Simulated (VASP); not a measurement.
Here is a VASP 6.6.1 calculation.

Contents of INCAR:

```
SYSTEM = GaSb
PREC     = Accurate       ! precision mode
ENCUT    = 500            ! plane-wave cutoff, eV
EDIFF    = 1E-6           ! SCF threshold, eV
ISMEAR   = -1             ! smearing method
SIGMA    = 0.1            ! smearing width, eV
LREAL    = .FALSE.        ! projectors in reciprocal space
LASPH    = .TRUE.         ! aspherical terms in the spheres
NELM     = 120            ! most SCF steps
ALGO     = Normal         ! electronic algorithm
ISIF     = 2              ! what is computed and relaxed
LWAVE    = .FALSE.        ! write WAVECAR
LCHARG   = .FALSE.        ! write CHGCAR
NBANDS   = 16             ! bands
GGA_COMPAT= .FALSE.
```

Contents of KPOINTS:

```
Automatic mesh
0
G
  3 3 3
  0 0 0
```

File POSCAR:

```
GaSb
1.0
   -2.7534340000      2.7534340000      1.5907070000
    2.7534340000     -2.7534340000      1.5907070000
    2.7534340000      2.7534340000     -1.5907070000
Ga Sb
1 1
Direct
    0.2500000000      0.7500000000      0.5000000000
    0.0000000000      0.0000000000      0.0000000000
```

Potentials or basis: VASP PAW LDA potentials, release 64 (Ga_d, Sb).

Run with:

```bash
$ cat potpaw_LDA.64/Ga_d/POTCAR potpaw_LDA.64/Sb/POTCAR > POTCAR
$ mpirun -np 1 vasp_std > vasp.out
```

(1) What does it give for the pressure?

(2) What does it give for the band gap on the k mesh?

Answers

(1) -4.6 GPa.

(2) zero (band 9 reaches 7.18 eV, above the bottom of band 10 at 3.42 eV).

Caveat: the k points lie up to 0.76 Å⁻¹ apart; spin-orbit coupling is left out, which moves the levels of the heavy elements.
